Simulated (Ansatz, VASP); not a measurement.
## SrTiO3: VASP beside Ansatz

```
Sr Ti O
1.0
     4.02452    0.00000    0.00000
     0.00000    4.02452    0.00000
     0.00000    0.00000    4.02452
Sr Ti O
1 1 3
Direct
  0.50000 0.50000 0.50000
  0.00000 0.00000 0.00000
  0.50000 0.00000 0.00000
  0.00000 0.50000 0.00000
  0.00000 0.00000 0.50000
```

Alike in both runs: task single point; functional PBE; k mesh 8 × 8 × 8; occupations gaussian, width 0.02 eV; no spin polarisation; Hubbard terms Ti d U = 4.0 eV.

```csv
,VASP,Ansatz
version,VASP 6.6.1,Ansatz 0.2.0
potentials or method,"VASP PAW PBE potentials, release 64 (Sr_sv, Ti_sv, O), cutoff 520 eV","scalar-relativistic, plane waves, PAW"
valence electrons in the cell,40,40
```

|  | VASP | Ansatz | Ansatz less VASP |
| --- | --- | --- | --- |
| gap on the k mesh at the Fermi level (eV) | 2.17 | 2.15 | -0.016 |
| least direct gap on the mesh (eV) | 2.62 | 2.60 | -0.019 |
| pressure (GPa) | -6.4 | -8.6 | -2.18 |

The programs project onto different local orbitals, so the same U acts differently, and such runs can settle in different states.
